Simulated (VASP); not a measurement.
# Al (R-3m) in VASP: further runs

The runs below take Al through electric field gradients, with PBE.

All numbers are computed with VASP 6.6.1; they aren't measurements. Logs are shortened: lines on timing, memory, paths and dates and some standing lists are left out, and cuts for length are marked.

## (1) The cell of the first run

The structure is trigonal, space group R-3m (No. 166). Conventional cell: a = 2.891 Å, b = 2.891 Å, c = 6.871 Å, α = 90.00°, β = 90.00°, γ = 120.00°. Al (site symmetry -3m) has 12 Al at 2.83 to 2.89 Å within 3.7 Å.

## (2) Electric field gradients, PBE (equal xy, yz and zx shear strains of -2 %)

INCAR reads:

```
PREC = Accurate
ENCUT = 520
EDIFF = 1E-8
ISMEAR = -1
SIGMA = 0.05
LREAL = F
LASPH = T
NELM = 80
ALGO = Normal
ISIF = 2
LWAVE = F
LCHARG = F
GGA = PE
LEFG = T
NBANDS = 8
```

KPOINTS reads:

```
regular mesh
0
Gamma
  14 14 14
```

POSCAR reads:

```
Al
1.0
   -0.0404796000      2.0037402000      2.0037402000
    2.0037402000     -0.0404796000      2.0037402000
    2.0037402000      2.0037402000     -0.0404796000
Al
1
Direct
    0.0000000000      0.0000000000      0.0000000000
```

Potentials or basis: VASP PAW PBE potentials, release 64 (Al).

Run with:

```bash
> cat potpaw_PBE.64/Al/POTCAR > POTCAR
> mpirun -np 1 vasp_std > vasp.out
```

OUTCAR:

```text
PREC = Accurate
   ENCUT = 520
   EDIFF = 1E-8
   ISMEAR = -1
   LREAL = F
   LASPH = T
   NELM = 80
   ISIF = 2
   GGA = PE

 ion  position               nearest neighbor table
   1  0.000  0.000  0.000-

  LATTYP: Found a trigonal (rhomboedric) cell.
 ALAT       =     2.8340056768
 COS(alpha) =     0.4797000918

  Lattice vectors:

 A1 = (  -0.0404796000,   2.0037402000,   2.0037402000)
 A2 = (   2.0037402000,  -0.0404796000,   2.0037402000)
 A3 = (   2.0037402000,   2.0037402000,  -0.0404796000)

Analysis of symmetry for initial positions (statically):
=====================================================================
 Subroutine PRICEL returns:
 Original cell was already a primitive cell.

 Routine SETGRP: Setting up the symmetry group for a
 trigonal (rhombohedral) supercell.

 Subroutine GETGRP returns: Found 12 space group operations
 (whereof 12 operations were pure point group operations)
 out of a pool of 12 trial point group operations.

The static configuration has the point symmetry D_3d.

Analysis of symmetry for dynamics (positions and initial velocities):
=====================================================================
 Subroutine PRICEL returns:
 Original cell was already a primitive cell.

 Routine SETGRP: Setting up the symmetry group for a
 trigonal (rhombohedral) supercell.

 Subroutine GETGRP returns: Found 12 space group operations
 (whereof 12 operations were pure point group operations)
 out of a pool of 12 trial point group operations.

The dynamic configuration has the point symmetry D_3d.

 Subroutine INISYM returns: Found 12 space group operations
 (whereof 12 operations are pure point group operations),
 and found     1 'primitive' translations

----------------------------------------------------------------------------------------

                                     Primitive cell

  volume of cell :      16.5774

  direct lattice vectors                    reciprocal lattice vectors
    -0.040479600  2.003740200  2.003740200    -0.242096256  0.247087931  0.247087931
     2.003740200 -0.040479600  2.003740200     0.247087931 -0.242096256  0.247087931
     2.003740200  2.003740200 -0.040479600     0.247087931  0.247087931 -0.242096256

  length of vectors
     2.834005677  2.834005677  2.834005677     0.425106443  0.425106443  0.425106443

  position of ions in fractional coordinates (direct lattice)
     0.000000000  0.000000000  0.000000000

  ion indices of the primitive-cell ions
   primitive index   ion index
                 1           1

----------------------------------------------------------------------------------------

 KPOINTS: regular mesh

Automatic generation of k-mesh.
 Grid dimensions read from file:
 generate k-points for:   14   14   14

 Generating k-lattice:

  Cartesian coordinates                     Fractional coordinates (reciprocal lattice)
    -0.017292590  0.017649138  0.017649138     0.071428571  0.000000000  0.000000000
     0.017649138 -0.017292590  0.017649138     0.000000000  0.071428571  0.000000000
     0.017649138  0.017649138 -0.017292590     0.000000000  0.000000000  0.071428571

  Length of vectors
     0.030364746  0.030364746  0.030364746

  Shift w.r.t. Gamma in fractional coordinates (k-lattice)
     0.000000000  0.000000000  0.000000000

 Subroutine IBZKPT returns following result:
 ===========================================

 Found    288 irreducible k-points:

 Following reciprocal coordinates:
            Coordinates               Weight
  0.000000  0.000000  0.000000      1.000000
  0.071429  0.000000  0.000000      6.000000
  0.142857  0.000000  0.000000      6.000000
  0.214286 -0.000000  0.000000      6.000000
  0.285714  0.000000 -0.000000      6.000000
  0.357143  0.000000 -0.000000      6.000000
[... 16 lines left out ...]
  0.214286  0.142857 -0.000000     12.000000
  0.285714  0.142857 -0.000000     12.000000
 [... further k-points ...]
   k-points           NKPTS =    288   k-points in BZ     NKDIM =    288   number of bands    NBANDS=      8
   number of dos      NEDOS =    301   number of ions     NIONS =      1
   total plane-waves  NPLWV =  13824
   dimension x,y,z NGX =    24 NGY =   24 NGZ =   24
   dimension x,y,z NGXF=    48 NGYF=   48 NGZF=   48
   ions per type =               1
   NGX,Y,Z   is equivalent  to a cutoff of  14.08, 14.08, 14.08 a.u.
   NGXF,Y,Z  is equivalent  to a cutoff of  28.16, 28.16, 28.16 a.u.
 SYSTEM =  unknown system
   PREC   = accura    normal or accurate (medium, high low for compatibility)
   ISTART =      0    job   : 0-new  1-cont  2-samecut
   ICHARG =      2    charge: 1-file 2-atom 10-const
   ISPIN  =      1    spin polarized calculation?
   LNONCOLLINEAR =      F non collinear calculations
   LSORBIT =      F    spin-orbit coupling
   LASPH  =      T    aspherical Exc in radial PAW
   ENCUT  =  520.0 eV  38.22 Ry    6.18 a.u.   5.27  5.27  5.27*2*pi/ulx,y,z
   NELM   =     80;   NELMIN=  2; NELMDL= -5     # of ELM steps
   EDIFF  = 0.1E-07   stopping-criterion for ELM
   LREAL  =      F    real-space projection
   EDIFFG = 0.1E-06   stopping-criterion for IOM
   NSW    =      0    number of steps for IOM
   IBRION =     -1    ionic relax: 0-MD 1-quasi-New 2-CG
   NFREE  =      0    steps in history (QN), initial steepest desc. (CG)
   ISIF   =      2    stress and relaxation
   ISYM   =      2    0-nonsym 1-usesym 2-fastsym
   POTIM  = 0.5000    time-step for ionic-motion
   TEBEG  =    0.0;   TEEND  =   0.0 temperature during run
   PSTRESS=    0.0 pullay stress
   NELECT =       3.0000    total number of electrons
   NUPDOWN=      -1.0000    fix difference up-down
   EMIN   =  10.00;   EMAX   =-10.00  energy-range for DOS
   EFERMI =   0.00;   METHOD = LEGACY
   ISMEAR =    -1;   SIGMA  =   0.05  broadening in eV -4-tet -1-fermi 0-gaus
   EFERMI_NEDOS =   21; number of points for ismear=-14 and -15
   IALGO  =     38    algorithm
   IMIX   =      4    mixing-type and parameters
     AMIX     =   0.40;   BMIX     =  1.00
     AMIX_MAG =   1.60;   BMIX_MAG =  1.00
  volume/ion in A,a.u.               =      16.58       111.87
  Fermi-wavevector in a.u.,A,eV,Ry     =   0.925997  1.749880 11.666585  0.857470
  Thomas-Fermi vector in A             =   2.051911
   LORBIT       =      0    0 simple, 1 ext, 2 COOP (PROOUT), +10 PAW based schemes
   GGA     = PE    functional components
   LHFCALC =     F    Hartree Fock is set to
   AEXX    =    0.0000 exact exchange contribution
   IVDW    =     0    specifies the selected vdW correction
   LEPSILON=     F    determine dielectric tensor
   LRPA    =     F    only Hartree local field effects (RPA)
 non-spin polarized calculation
  energy-cutoff  :      520.00
  volume of cell :       16.58
 maximum number of plane-waves:       461
 NGX is ok and might be reduce to    24
   NGX = 11   NGY = 11   NGZ = 11

 number of electron       3.0000000 magnetization

 Free energy of the ion-electron system (eV)
  ---------------------------------------------------
  ext. energy  EPLUGINS =         0.00000000
  ---------------------------------------------------
  free energy    TOTEN  =        -3.74018323 eV

  energy without entropy =       -3.73607704  energy(sigma->0) =       -3.73813014

 E-fermi :   7.9423     XC(G=0): -10.1796

 val. band max:        7.9355677518   @ k =  -0.3571   0.5000   0.2143
 cond. band min:       7.9736289927   @ k =  -0.4286   0.3571   0.0000
 fundamental gap:      0.0380612408
 Fermi energy:         7.9423421798

 k-point     1 :       0.0000    0.0000    0.0000
  band No.  band energies     occupation
      1      -3.1518      2.00000
      2      20.2275      0.00000
      3      20.2275      0.00000
      4      21.1651      0.00000
      5      21.6624      0.00000
      6      21.6624      0.00000
      7      22.4841      0.00000
      8      24.6106      0.00000

 k-point     2 :       0.0714    0.0000    0.0000
  band No.  band energies     occupation
      1      -3.0153      2.00000
      2      18.1430      0.00000
      3      19.7929      0.00000
      4      20.5523      0.00000
      5      22.3060      0.00000
      6      22.5276      0.00000
      7      23.3243      0.00000
      8      25.7245      0.00000

 k-point     3 :       0.1429    0.0000    0.0000
  band No.  band energies     occupation
      1      -2.6069      2.00000
      2      15.2928      0.00000
      3      19.1942      0.00000
      4      19.9053      0.00000
      5      22.6594      0.00000
      6      23.4128      0.00000
      7      24.2719      0.00000
      8      25.2732      0.00000

 k-point     4 :       0.2143   -0.0000    0.0000
  band No.  band energies     occupation
      1      -1.9286      2.00000
      2      12.5205      0.00000
      3      18.7615      0.00000
      4      19.4306      0.00000
      5      22.4904      0.00000
      6      23.2011      0.00000
      7      23.5440      0.00000
      8      25.5590      0.00000

 k-point     5 :       0.2857    0.0000   -0.0000
  band No.  band energies     occupation
      1      -0.9844      2.00000
      2       9.9184      0.00000
      3      18.5415      0.00000
      4      19.1674      0.00000
      5      21.9716      0.00000
      6      22.2497      0.00000
      7      22.4486      0.00000
      8      26.1026      0.00000

 k-point     6 :       0.3571    0.0000   -0.0000
  band No.  band energies     occupation
      1       0.2207      2.00000
      2       7.5189      1.99958
      3      18.5452      0.00000
      4      19.1251      0.00000
      5      20.8512      0.00000
      6      21.2317      0.00000
      7      22.4618      0.00000
      8      24.9731      0.00000

 k-point     7 :       0.4286   -0.0000    0.0000
  band No.  band energies     occupation
      1       1.6804      2.00000
      2       5.3397      2.00000
      3      18.7755      0.00000
      4      19.3039      0.00000
      5      19.9381      0.00000
      6      20.3796      0.00000
      7      22.7423      0.00000
      8      24.0114      0.00000
[... 133 lines left out ...]
 k-point    20 :      -0.1429    0.0714   -0.0000
  band No.  band energies     occupation
      1      -2.2949      2.00000
      2      14.4252      0.00000
      3      16.9377      0.00000
      4      20.9798      0.00000
      5      22.7650      0.00000
      6      23.5100      0.00000
      7      24.2037      0.00000
      8      24.5488      0.00000

 k-point    21 :      -0.0714    0.0714    0.0000
  band No.  band energies     occupation
      1      -2.7908      2.00000
      2      16.9493      0.00000
      3      17.8404      0.00000
      4      21.1645      0.00000
      5      22.1978      0.00000
      6      23.7638      0.00000
      7      23.8925      0.00000
      8      25.0982      0.00000

 k-point    22 :       0.1429    0.1429   -0.0000
  band No.  band energies     occupation
      1      -2.4157      2.00000
      2      17.0932      0.00000
      3      17.3727      0.00000
      4      18.0078      0.00000
      5      20.6289      0.00000
      6      21.6411      0.00000
      7      25.8609      0.00000
      8      26.2723      0.00000

 k-point    23 :       0.2143    0.1429   -0.0000
  band No.  band energies     occupation
      1      -1.9137      2.00000
      2      14.6448      0.00000
      3      17.0126      0.00000
      4      18.1721      0.00000
      5      19.8349      0.00000
      6      20.6847      0.00000
      7      26.3901      0.00000
      8      27.0851      0.00000

 k-point    24 :       0.2857    0.1429   -0.0000
  band No.  band energies     occupation
      1      -1.1441      2.00000
      2      11.9918      0.00000
      3      16.6100      0.00000
      4      18.0986      0.00000
      5      18.3877      0.00000
      6      21.8401      0.00000
      7      26.1299      0.00000
      8      26.5126      0.00000

 [... further k-points ...]
[... 5 lines left out ...]
  --------------------------------------------------------------------------------------
  -------------------------------------------------------------------------------------
  Total       -0.0529839     -0.0529839     -0.0529839     -0.0076872     -0.0076872     -0.0076872
  in kB       -5.1207862     -5.1207862     -5.1207862     -0.7429577     -0.7429577     -0.7429577
  external PRESSURE =      -5.1207862 kB  Pullay stress =       0.0000000 kB

 VOLUME and BASIS-vectors are now :
 -----------------------------------------------------------------------------
  energy-cutoff  :      520.00
  volume of cell :       16.58
      direct lattice vectors                 reciprocal lattice vectors
    -0.040479600  2.003740200  2.003740200    -0.242096256  0.247087931  0.247087931
     2.003740200 -0.040479600  2.003740200     0.247087931 -0.242096256  0.247087931
     2.003740200  2.003740200 -0.040479600     0.247087931  0.247087931 -0.242096256

 POSITION                                       TOTAL-FORCE (eV/Angst)
 -----------------------------------------------------------------------------------
      0.00000      0.00000      0.00000        -0.000000      0.000000      0.000000
 -----------------------------------------------------------------------------------
    total drift:                               -0.000000      0.000000      0.000000

  FREE ENERGIE OF THE ION-ELECTRON SYSTEM (eV)
  ---------------------------------------------------
  free  energy   TOTEN  =        -3.7401832278 eV

  energy  without entropy=       -3.7360770442  energy(sigma->0) =       -3.73813014

 Electric field gradients (V/A^2)
---------------------------------------------------------------------
 ion       V_xx      V_yy      V_zz      V_xy      V_xz      V_yz
---------------------------------------------------------------------
   1       0.000    -0.000    -0.000    -1.337    -1.337    -1.337
---------------------------------------------------------------------

 Electric field gradients after diagonalization (V/A^2)
 (convention: |V_zz| > |V_xx| > |V_yy|)
----------------------------------------------------------------------
 ion       V_xx      V_yy      V_zz     asymmetry (V_yy - V_xx)/ V_zz
----------------------------------------------------------------------
   1       1.337     1.337    -2.674       0.000
----------------------------------------------------------------------

           NMR quadrupolar parameters

 Cq : quadrupolar parameter    Cq=e*Q*V_zz/h
 eta: asymmetry parameters     (V_yy - V_xx)/ V_zz
 Q  : nuclear electric quadrupole moment in mb (millibarn)
----------------------------------------------------------------------
 ion       Cq(MHz)       eta       Q (mb)
----------------------------------------------------------------------
   1      -0.006       0.000       1.000
----------------------------------------------------------------------
```

It took 23 s on 1 thread of AMD EPYC 9R45 (Zen 5), shared host; peak memory 0.12 GiB.

What came out:

```yaml
Free_energy: -3.7402 eV
Pressure: -0.5 GPa
```

Electric field gradients, principal values (V/Å²):
| atom | least | middle | greatest (by size) |
| --- | --- | --- | --- |
| 1 Al | 1.337 | 1.337 | -2.674 |

Caveat: the cell differs from its parent crystal (equal xy, yz and zx shear strains of -2 %); without QUAD_EFG the Cq values of the log hold for a quadrupole moment of 1 mb, not for the nuclei.

(Continued in part 2 of 2.)
